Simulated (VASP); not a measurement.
Input of a VASP 6.6.1 run:

File POSCAR:

```
Y
1.0
    0.0000000000      3.3596175415      3.3596175415
    3.3596175415      0.0000000000      3.3596175415
    3.3596175415      3.3596175415      0.0000000000
Y
2
Direct
    0.1250000000      0.1250000000      0.1250000000
    0.8750000000      0.8750000000      0.8750000000
```

Contents of INCAR.step1:

```
ALGO     = Normal         # electronic algorithm
EDIFF    = 1E-4           # SCF threshold, eV
ENCUT    = 520            # plane-wave cutoff, eV
GGA      = PE             # functional
ISMEAR   = -1             # smearing method
LASPH    = True           # aspherical terms in the spheres
LCHARG   = False          # write CHGCAR
LREAL    = False          # projectors in reciprocal space
LWAVE    = True           # write WAVECAR
NBANDS   = 18             # bands
NELM     = 60             # most SCF steps
PREC     = Accurate       # precision mode
SIGMA    = 0.1            # smearing width, eV
```

INCAR.step2

```
ALGO     = Normal         # electronic algorithm
EDIFF    = 1E-7           # SCF threshold, eV
ENCUT    = 520            # plane-wave cutoff, eV
ISIF     = 2              # what is computed and relaxed
ISMEAR   = -1             # smearing method
ISTART   = 1            
LASPH    = True           # aspherical terms in the spheres
LCHARG   = False          # write CHGCAR
LMIXTAU  = True         
LREAL    = False          # projectors in reciprocal space
LWAVE    = False          # write WAVECAR
METAGGA  = R2SCAN         # meta-GGA
NBANDS   = 18             # bands
NELM     = 60             # most SCF steps
PREC     = Accurate       # precision mode
SIGMA    = 0.1            # smearing width, eV
```

The input KPOINTS:

```
k-points
0
Gamma
  9 9 9
```

Potentials or basis: VASP PAW PBE potentials, release 64 (Y_sv).

The run is started by

```bash
$ cat potpaw_PBE.64/Y_sv/POTCAR > POTCAR
$ cp INCAR.step1 INCAR
$ mpirun -np 1 vasp_std > vasp.out
$ cp INCAR.step2 INCAR
$ mpirun -np 1 vasp_std > vasp.out
```

Estimate the pressure.

0.9 GPa.

What does it give for the band gap on the k mesh?

Zero (bands 11 and 12 overlap by 0.74 eV).

Caveat: the PAW data sets were made with another functional, which shifts forces and pressure a little.
